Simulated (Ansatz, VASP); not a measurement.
# Two plane-wave programs on Si

```
Si
1.0
     0.00000    5.43000    5.43000
     5.43000    0.00000    5.43000
     5.43000    5.43000    0.00000
Si
17
Direct
  0.99988 0.00005 0.99987
  0.12438 0.12475 0.12445
  0.00231 0.00318 0.49697
  0.12355 0.12489 0.62625
  0.00282 0.49700 0.00295
  0.12425 0.62632 0.12436
  0.00234 0.49722 0.49689
  0.13054 0.62307 0.62303
  0.49694 0.00313 0.00239
  0.62627 0.12483 0.12361
  0.49604 0.00380 0.49606
  0.62214 0.13187 0.62220
  0.49681 0.49716 0.00248
  0.62289 0.62298 0.13081
  0.49919 0.50051 0.49945
  0.62207 0.62349 0.62220
  0.74906 0.75049 0.74931
```

Alike in both runs: functional PBE; k mesh 2 × 2 × 2; occupations gaussian, width 0.05 eV; no spin polarisation.

Ansatz relaxed the structure, and its values are those at the end. VASP's run is a single point on that final structure, the one shown.

```csv
,VASP,Ansatz
version,VASP 6.6.1,Ansatz 0.2.0
potentials or method,"VASP PAW PBE potentials, release 64 (Si), cutoff 520 eV","scalar-relativistic, plane waves, PAW"
valence electrons in the cell,68,68
```

|  | VASP | Ansatz | Ansatz less VASP |
| --- | --- | --- | --- |
| rms of the force components (eV/Å) | 0.008 | 0.008 | -0.0001 |

The k mesh is coarse, so the values compare programs but aren't converged.
